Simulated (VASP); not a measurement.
# Sb (P6_3/mmc) in VASP: further runs

Sb is run at these levels: PBE; tasks: single point, relaxation of cell and atoms.

Everything below comes from runs of VASP 6.6.1. Logs are shortened: lines on timing, memory, paths and dates and some standing lists are left out, and cuts for length are marked.

## (1) The cell of the first run

It takes space group P6_3/mmc (No. 194, hexagonal). Conventional cell: a = 3.374 Å, b = 3.374 Å, c = 5.584 Å, α = 90.00°, β = 90.00°, γ = 120.00°. Within 4.4 Å of Sb (site symmetry -6m2) lie 12 Sb at 3.37 to 3.40 Å.

## (2) Single point, PBE

Input file INCAR:

```
PREC = Accurate
ENCUT = 520
EDIFF = 1E-6
ISMEAR = -1
SIGMA = 0.05
LREAL = False
LASPH = True
NELM = 100
ALGO = Normal
ISIF = 2
LWAVE = False
LCHARG = False
GGA = PE
NBANDS = 12
```

Input file KPOINTS:

```
Automatic mesh
0
Gamma
  14 14 8
```

Input file POSCAR:

```
Sb
1.0
    3.3742718317      0.0000000000      0.0000000000
   -1.6871359159      2.9222051255      0.0000000000
    0.0000000000      0.0000000000      5.5844167842
Sb
2
Direct
    0.3333333333      0.6666666667      0.2500000000
    0.6666666667      0.3333333333      0.7500000000
```

Potentials or basis: VASP PAW PBE potentials, release 64 (Sb).

On the command line:

```
$ cat potpaw_PBE.64/Sb/POTCAR > POTCAR
$ mpirun -np 1 vasp_std > vasp.out
```

OUTCAR:

```text
PREC = Accurate
   ENCUT = 520
   EDIFF = 1E-6
   ISMEAR = -1
   LREAL = False
   LASPH = True
   NELM = 100
   ISIF = 2
   GGA = PE

 ion  position               nearest neighbor table
   1  0.333  0.667  0.250-   2 3.40   2 3.40   2 3.40   2 3.40   2 3.40   2 3.40
   2  0.667  0.333  0.750-   1 3.40   1 3.40   1 3.40   1 3.40   1 3.40   1 3.40

  LATTYP: Found a hexagonal cell.
 ALAT       =     3.3742718317
 C/A-ratio  =     1.6549990821

  Lattice vectors:

 A1 = (   3.3742718317,   0.0000000000,   0.0000000000)
 A2 = (  -1.6871359159,   2.9222051255,   0.0000000000)
 A3 = (   0.0000000000,   0.0000000000,   5.5844167842)

Analysis of symmetry for initial positions (statically):
=====================================================================
 Subroutine PRICEL returns:
 Original cell was already a primitive cell.

 Routine SETGRP: Setting up the symmetry group for a
 hexagonal supercell.

 Subroutine GETGRP returns: Found 24 space group operations
 (whereof 12 operations were pure point group operations)
 out of a pool of 24 trial point group operations.

The static configuration has the point symmetry D_3d.
 The point group associated with its full space group is D_6h.

Analysis of symmetry for dynamics (positions and initial velocities):
=====================================================================
 Subroutine PRICEL returns:
 Original cell was already a primitive cell.

 Routine SETGRP: Setting up the symmetry group for a
 hexagonal supercell.

 Subroutine GETGRP returns: Found 24 space group operations
 (whereof 12 operations were pure point group operations)
 out of a pool of 24 trial point group operations.

The dynamic configuration has the point symmetry D_3d.
 The point group associated with its full space group is D_6h.

 Subroutine INISYM returns: Found 24 space group operations
 (whereof 12 operations are pure point group operations),
 and found     1 'primitive' translations

----------------------------------------------------------------------------------------

                                     Primitive cell

  volume of cell :      55.0641

  direct lattice vectors                    reciprocal lattice vectors
     3.374271832  0.000000000  0.000000000     0.296360237  0.171103663  0.000000000
    -1.687135916  2.922205126  0.000000000     0.000000000  0.342207325  0.000000000
     0.000000000  0.000000000  5.584416784     0.000000000  0.000000000  0.179069729

  length of vectors
     3.374271832  3.374271832  5.584416784     0.342207325  0.342207325  0.179069729
[... 91 lines left out ...]
   PSTRESS=    0.0 pullay stress
   NELECT =      10.0000    total number of electrons
   NUPDOWN=      -1.0000    fix difference up-down
   EMIN   =  10.00;   EMAX   =-10.00  energy-range for DOS
   EFERMI =   0.00;   METHOD = LEGACY
   ISMEAR =    -1;   SIGMA  =   0.05  broadening in eV -4-tet -1-fermi 0-gaus
   EFERMI_NEDOS =   21; number of points for ismear=-14 and -15
   IALGO  =     38    algorithm
   IMIX   =      4    mixing-type and parameters
     AMIX     =   0.40;   BMIX     =  1.00
     AMIX_MAG =   1.60;   BMIX_MAG =  1.00
  volume/ion in A,a.u.               =      27.53       185.80
  Fermi-wavevector in a.u.,A,eV,Ry     =   0.927083  1.751933 11.693976  0.859483
  Thomas-Fermi vector in A             =   2.053115
   LORBIT       =      0    0 simple, 1 ext, 2 COOP (PROOUT), +10 PAW based schemes
   GGA     = PE    functional components
   LHFCALC =     F    Hartree Fock is set to
   AEXX    =    0.0000 exact exchange contribution
   IVDW    =     0    specifies the selected vdW correction
   LEPSILON=     F    determine dielectric tensor
   LRPA    =     F    only Hartree local field effects (RPA)
 non-spin polarized calculation
  energy-cutoff  :      520.00
  volume of cell :       55.06
 maximum number of plane-waves:      1509
 NGX is ok and might be reduce to    28
   NGX = 13   NGY = 13   NGZ = 21

 number of electron      10.0000001 magnetization

 Free energy of the ion-electron system (eV)
  ---------------------------------------------------
  ext. energy  EPLUGINS =         0.00000000
  ---------------------------------------------------
  free energy    TOTEN  =        -7.72606525 eV

  energy without entropy =       -7.71211743  energy(sigma->0) =       -7.71909134

 E-fermi :   8.2827     XC(G=0): -10.1341

 val. band max:        8.2741549490   @ k =   0.2857   0.1429   0.3750
 cond. band min:       8.3074777884   @ k =   0.1429   0.0714   0.1250
 fundamental gap:      0.0333228394
 Fermi energy:         8.2826503809

 k-point     1 :       0.0000    0.0000    0.0000
  band No.  band energies     occupation
      1      -4.5153      2.00000
      2      -1.0041      2.00000
      3       2.5422      2.00000
      4      11.8570      0.00000
      5      11.8570      0.00000
      6      13.2756      0.00000
      7      13.3778      0.00000
      8      13.3778      0.00000
      9      15.9955      0.00000
     10      17.1698      0.00000
     11      18.1346      0.00000
     12      18.1346      0.00000
[... 331 lines left out ...]
 k-point    24 :       0.3571    0.2857    0.0000
  band No.  band energies     occupation
      1      -0.1214      2.00000
      2       0.3686      2.00000
      3       3.9995      2.00000
      4       5.8197      2.00000
      5       6.0493      2.00000
      6       7.1506      2.00000
      7       7.4473      2.00000
      8       7.8846      1.99930
      9      11.9486      0.00000
     10      19.0784      0.00000
     11      20.3056      0.00000
     12      20.8158      0.00000

 [... further k-points ...]

------------------------ aborting loop because EDIFF is reached ----------------------------------------

  FORCE on cell =-STRESS in cart. coord.  units (eV):
  Direction    XX          YY          ZZ          XY          YZ          ZX
  --------------------------------------------------------------------------------------
  -------------------------------------------------------------------------------------
  Total       -0.0771193     -0.0771193     -0.1544820      0.0000000      0.0000000      0.0000000
  in kB       -2.2439070     -2.2439070     -4.4948986      0.0000000      0.0000000      0.0000000
  external PRESSURE =      -2.9942376 kB  Pullay stress =       0.0000000 kB

 VOLUME and BASIS-vectors are now :
 -----------------------------------------------------------------------------
  energy-cutoff  :      520.00
  volume of cell :       55.06
      direct lattice vectors                 reciprocal lattice vectors
     3.374271832  0.000000000  0.000000000     0.296360237  0.171103663  0.000000000
    -1.687135916  2.922205126  0.000000000     0.000000000  0.342207325  0.000000000
     0.000000000  0.000000000  5.584416784     0.000000000  0.000000000  0.179069729

 POSITION                                       TOTAL-FORCE (eV/Angst)
 -----------------------------------------------------------------------------------
     -0.00000      1.94814      1.39610         0.000000     -0.000000      0.000000
      1.68714      0.97407      4.18831        -0.000000      0.000000      0.000000
 -----------------------------------------------------------------------------------
    total drift:                                0.000000     -0.000000      0.000000

  FREE ENERGIE OF THE ION-ELECTRON SYSTEM (eV)
  ---------------------------------------------------
  free  energy   TOTEN  =        -7.7260652469 eV

  energy  without entropy=       -7.7121174266  energy(sigma->0) =       -7.71909134
```

OSZICAR:

```text
N       E                     dE             d eps       ncg     rms          rms(c)
DAV:   1     0.331985510294E+02    0.33199E+02   -0.35749E+03  2880   0.662E+02
DAV:   2    -0.595831850442E+01   -0.39157E+02   -0.37936E+02  3836   0.106E+02
DAV:   3    -0.772090091386E+01   -0.17626E+01   -0.17433E+01  3592   0.251E+01
DAV:   4    -0.773456521776E+01   -0.13664E-01   -0.13659E-01  3248   0.268E+00
DAV:   5    -0.773470943371E+01   -0.14422E-03   -0.14422E-03  3448   0.303E-01    0.231E+00
DAV:   6    -0.772890842121E+01    0.58010E-02   -0.38922E-03  3212   0.324E-01    0.131E+00
DAV:   7    -0.772601597910E+01    0.28924E-02   -0.75722E-03  3072   0.455E-01    0.536E-02
DAV:   8    -0.772606470339E+01   -0.48724E-04   -0.14588E-04  3500   0.851E-02    0.136E-02
DAV:   9    -0.772606615074E+01   -0.14473E-05   -0.32402E-06  3264   0.132E-02    0.267E-03
DAV:  10    -0.772606524689E+01    0.90385E-06   -0.26210E-07  1972   0.324E-03
   1 F= -.77260652E+01 E0= -.77190913E+01  d E =-.139478E-01
```

Wall time 32 s (1 thread of Intel Xeon Platinum 8488C (Sapphire Rapids), shared host); peak memory 0.21 GiB.

Results:

| Quantity | Value |
| --- | --- |
| Free energy | -7.7261 eV |
| Pressure | -0.3 GPa |
| Band gap on the k mesh | zero (band 5 reaches 12.61 eV, above the bottom of band 6 at 5.34 eV) |

Stress tensor (GPa, compression positive):
```
-0.22  0.00  0.00
 0.00 -0.22  0.00
 0.00  0.00 -0.45
```

Caveat: spin-orbit coupling is left out, which moves the levels of the heavy elements.

## (3) Relaxation of cell and atoms, PBE

This run uses another cell than the first one, of 27.45 Å³/atom, 0.997 times its volume.

Input file INCAR:

```
ALGO     = Normal         # electronic algorithm
EDIFF    = 1E-6           # SCF threshold, eV
EDIFFG   = -0.005         # ionic threshold
ENCUT    = 600            # plane-wave cutoff, eV
GGA      = PE             # functional
IBRION   = 2              # ionic algorithm
ISIF     = 3              # what is computed and relaxed
ISMEAR   = -1             # smearing method
LASPH    = True           # aspherical terms in the spheres
LCHARG   = False          # write CHGCAR
LREAL    = False          # projectors in reciprocal space
LWAVE    = False          # write WAVECAR
NELM     = 100            # most SCF steps
NSW      = 45             # ionic steps
PREC     = Accurate       # precision mode
SIGMA    = 0.05           # smearing width, eV
```

Input file KPOINTS:

```
k-points
0
Gamma
  14 14 8
```

Input file POSCAR:

```
Sb
1.0
    3.3771613043      0.0000000000      0.0000000000
   -1.6885806522      2.9247074822      0.0000000000
    0.0000000000      0.0000000000      5.5585399059
Sb
2
Direct
    0.3333333333      0.6666666667      0.2500000000
    0.6666666667      0.3333333333      0.7500000000
```

Potentials or basis: VASP PAW PBE potentials, release 64 (Sb).

On the command line:

```
$ cat potpaw_PBE.64/Sb/POTCAR > POTCAR
$ mpirun -np 1 vasp_std > vasp.out
```

Wall time 52 s (1 thread of Intel Xeon Platinum 8488C (Sapphire Rapids), shared host); peak memory 0.23 GiB.

The run converged. Its results:

* Free energy: -7.7266 eV
* Relaxed volume: 27.38 Å³/atom
* Relaxed cell: a = 3.374 Å, b = 3.374 Å, c = 5.554 Å, α = 90.00°, β = 90.00°, γ = 120.00°
* Space group after relaxing (to 0.05 Å): P6_3/mmc (No. 194)
* Energy gained by relaxing: 0.0 meV/atom
* Ionic steps: 3
* Pressure after relaxing: 0.0 GPa
* Band gap on the k mesh: zero (band 5 reaches 12.66 eV, above the bottom of band 6 at 5.39 eV)

Final structure:
```
CELL_PARAMETERS angstrom
3.37439 0.00000 0.00000
-1.68720 2.92231 0.00000
0.00000 0.00000 5.55410
ATOMIC_POSITIONS crystal
Sb 0.33333 0.66667 0.25000
Sb 0.66667 0.33333 0.75000
```

Levels at points of the mesh, in eV from the Fermi level:
```tsv
k point	band 1	band 2	band 3	band 4	band 5	band 6	band 7	band 8	band 9
(0.00, 0.00, 0.00)	-12.83	-9.24	-5.76	3.55	3.55	5.10	5.10	5.12	7.68
(0.50, 0.00, 0.00)	-9.33	-8.06	-4.37	-3.12	-2.24	-0.14	0.40	3.52	4.46
(0.00, 0.00, 0.50)	-11.65	-11.65	-0.94	-0.94	4.31	4.31	4.31	4.31	8.60
(0.50, 0.00, 0.50)	-8.50	-8.50	-5.26	-5.26	1.59	1.59	1.65	1.65	5.75
```

Caveat: spin-orbit coupling is left out, which moves the levels of the heavy elements.
